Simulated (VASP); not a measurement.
A run of VASP 6.6.1 is set up as follows.

File INCAR:

```
SYSTEM = Cu2Re
  PREC = Accurate
  ENCUT = 600
  EDIFF = 1E-6
  ISMEAR = 0
  SIGMA = 0.1
  LREAL = .False.
  LASPH = .True.
  NELM = 100
  ALGO = Fast
  ISIF = 3
  LWAVE = .False.
  LCHARG = .False.
  GGA = PE
  IBRION = 2
  NSW = 90
  EDIFFG = -0.04
```

The input KPOINTS:

```
Automatic mesh
0
Gamma
  6 6 6
  0 0 0
```

The input POSCAR:

```
Cu2Re
1.0
    0.0000000000      2.6933163454      2.6933163454
    2.6933163454      0.0000000000      2.6933163454
    2.6933163454      2.6933163454      0.0000000000
Cu Re
2 1
Direct
    0.2500000000      0.2500000000      0.2500000000
    0.7500000000      0.7500000000      0.7500000000
    0.0000000000      0.0000000000      0.0000000000
```

Potentials or basis: VASP PAW PBE potentials, release 64 (Cu, Re).

The run is started by

```console
$ cat potpaw_PBE.64/Cu/POTCAR potpaw_PBE.64/Re/POTCAR > POTCAR
$ mpirun -np 1 vasp_std > vasp.out
```

Problem. Estimate the relaxed volume.

Solution. 15.85 Å³/atom.

Problem. Estimate the relaxed cell.

Solution. a = 4.067 Å, b = 4.067 Å, c = 4.067 Å, α = 60.00°, β = 60.00°, γ = 60.00°.

Problem. What does it give for the space group after relaxing (to 0.1 Å)?

Solution. Fm-3m (No. 225).

Final structure:
```
CELL_PARAMETERS angstrom
0.00000 2.87551 2.87551
2.87551 0.00000 2.87551
2.87551 2.87551 0.00000
ATOMIC_POSITIONS crystal
Cu 0.25000 0.25000 0.25000
Cu 0.75000 0.75000 0.75000
Re 0.00000 0.00000 0.00000
```

Caveat: the volume moved by over 15 % at a fixed basis, so the end points are rough.
